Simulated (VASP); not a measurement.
Runs of VASP 6.6.1 on HgH3. The structure is that of space group P6/mmm (No. 191), or close to it. The cells are those of the table. The cell was built from a structure type or drawn by symmetry, and may not be a known phase.

```csv
task,cell,k mesh,cutoff (eV),gap on the mesh (eV),pressure (GPa),relaxed volume (Å³/atom)
relaxation of cell and atoms,"relaxed from a = 3.721, b = 3.721, c = 3.708 Å, angles 90.0, 90.0, 120.0°, 4 atoms",12 × 12 × 12,600,none,0.0,(b)
single point,"a = 3.721, b = 3.721, c = 3.708 Å, angles 90.0, 90.0, 120.0°, 4 atoms",6 × 6 × 6,520,none,0.0,-
single point,"a = 3.568, b = 3.568, c = 5.385 Å, angles 90.0, 90.0, 120.0°, 4 atoms",6 × 6 × 4,520,none,-2.8,-
relaxation of cell and atoms,"relaxed from a = 3.721, b = 3.721, c = 3.708 Å, angles 90.0, 90.0, 120.0°, 4 atoms",6 × 6 × 6,600,none,0.0,(a)
relaxation of cell and atoms,"relaxed from a = 3.568, b = 3.568, c = 5.385 Å, angles 90.0, 90.0, 120.0°, 4 atoms",6 × 6 × 4,600,none,0.0,11.15
single point,"a = 3.721, b = 3.721, c = 3.708 Å, angles 90.0, 90.0, 120.0°, 4 atoms",6 × 6 × 4,520,none,0.1,-
single point,"a = 3.708, b = 3.708, c = 3.711 Å, angles 90.0, 90.0, 120.0°, 4 atoms",12 × 12 × 12,520,none,0.2,-
```

Alike in all rows: level PBE; potentials or basis VASP PAW PBE potentials, release 64 (Hg, H); no spin polarisation; smearing gaussian 0.1 eV.

Question: Estimate the missing entries.

Answer: (a) 11.13; (b) 11.10.

Caveats: some runs use coarse meshes; spin-orbit coupling is left out, which moves the levels of the heavy elements; the volume moved by over 15 % at a fixed basis, so the end points are rough (at least some runs).

A k mesh can miss the band edges, and the runs leave out spin-orbit coupling on Hg.

A gap of «none» marks levels without a gap at the run's occupations.
